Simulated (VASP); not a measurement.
Here is a VASP 6.6.1 calculation.

The input INCAR:

```
PREC = Accurate ; ENCUT = 520
EDIFF = 1E-6 ; ISMEAR = -1
SIGMA = 0.1 ; LREAL = False
LASPH = True ; NELM = 100
ALGO = Normal ; ISIF = 2
LWAVE = False ; LCHARG = False
GGA = RP ; NBANDS = 10
```

The input KPOINTS:

```
regular mesh
0
Gamma
  8 8 8
```

POSCAR

```
K
1.0
    4.3008726828      0.0000000000      0.0000000000
    0.0000000000      4.3008726828      0.0000000000
    0.0000000000      0.0000000000      4.3008726828
K
1
Direct
    0.0000000000      0.0000000000      0.0000000000
```

Potentials or basis: VASP PAW PBE potentials, release 64 (K_sv).

The run is started by

```sh
$ cat potpaw_PBE.64/K_sv/POTCAR > POTCAR
$ mpirun -np 1 vasp_std > vasp.out
```

Problem. What does it give for the band gap on the k mesh?

Solution. Zero (an odd number of electrons rules out a gap without spin polarisation).

Problem. Predict the pressure.

Solution. 0.2 GPa.

Caveat: the PAW data sets were made with another functional, which shifts forces and pressure a little.
